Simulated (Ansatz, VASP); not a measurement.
**One calculation of LiF, two programs**

INCAR

```
PREC     = Accurate       # precision mode
ENCUT    = 520            # plane-wave cutoff, eV
EDIFF    = 1E-8           # SCF threshold, eV
ISMEAR   = -1             # smearing method
SIGMA    = 0.03           # smearing width, eV
LREAL    = False          # projectors in reciprocal space
LASPH    = True           # aspherical terms in the spheres
NELM     = 100            # most SCF steps
ALGO     = Normal         # electronic algorithm
ISIF     = 2              # what is computed and relaxed
LWAVE    = False          # write WAVECAR
LCHARG   = False          # write CHGCAR
LEFG     = True         
NBANDS   = 12             # bands
```

File KPOINTS:

```
Automatic mesh
0
Gamma
  10 10 10
```

File POSCAR:

```
LiF
1.0
    0.0000000000      2.0140000000      2.0140000000
    2.0140000000      0.0000000000      2.0140000000
    2.0140000000      2.0140000000      0.0000000000
Li F
1 1
Direct
    0.0000000000      0.0000000000      0.0000000000
    0.5000000000      0.5000000000      0.5000000000
```

Input for Ansatz:

```yaml
crystal:
  lattice:
    - [0.0, 2.014, 2.014]
    - [2.014, 0.0, 2.014]
    - [2.014, 2.014, 0.0]
  atoms:
    - { symbol: Li, position: [0.0, 0.0, 0.0] }
    - { symbol: F, position: [0.5, 0.5, 0.5] }
kpoints:
  mp_grid: { grid: [10, 10, 10] }
  band_path:
    path:
      - [0.0, 0.0, 0.0]
      - [0.5, 0.0, 0.5]
      - [0.625, 0.25, 0.625]
      - [0.375, 0.375, 0.75]
      - [0.0, 0.0, 0.0]
      - [0.5, 0.5, 0.5]
      - [0.5, 0.25, 0.75]
      - [0.5, 0.0, 0.5]
    npoints: 14
scf:
  occupations: { method: fermi_dirac, width: 0.03 }
hamiltonian:
  xc: lda
  pseudopotentials: { kind: paw }
output:
  forces: true
  stress: true
  eigenvalues: true
  efg: { contact_densities: true }
  populations: true
  bader: true
  dos: { projected: true, de: 0.2, e_range: [-14, 8] }
  write_density: true
  write_potential: true
  elf: true
  volumetric_format: npy
```

Alike in both runs: task electric field gradients; functional LDA; k mesh 10 × 10 × 10; occupations fermi-dirac, width 0.03 eV; no spin polarisation.

|  | VASP | Ansatz |
| --- | --- | --- |
| version | VASP 6.6.1 | Ansatz 0.2.0 |
| potentials or method | VASP PAW LDA potentials, release 64 (Li_sv, F) | PAW with Ansatz's default frozen-core files, scalar-relativistic |
| plane-wave cutoff (eV) | 520 | 420 |
| valence electrons in the cell | 10 | 10 |

|  | VASP | Ansatz | Ansatz less VASP |
| --- | --- | --- | --- |
| gap on the k mesh at the Fermi level (eV) | 8.83 | 8.84 | +0.011 |

LDA's correlation is that of Perdew and Zunger in VASP and of Perdew and Wang (1992) in Ansatz.

Noted on VASP's run: the cutoff is short for stress, so the pressure is rough.
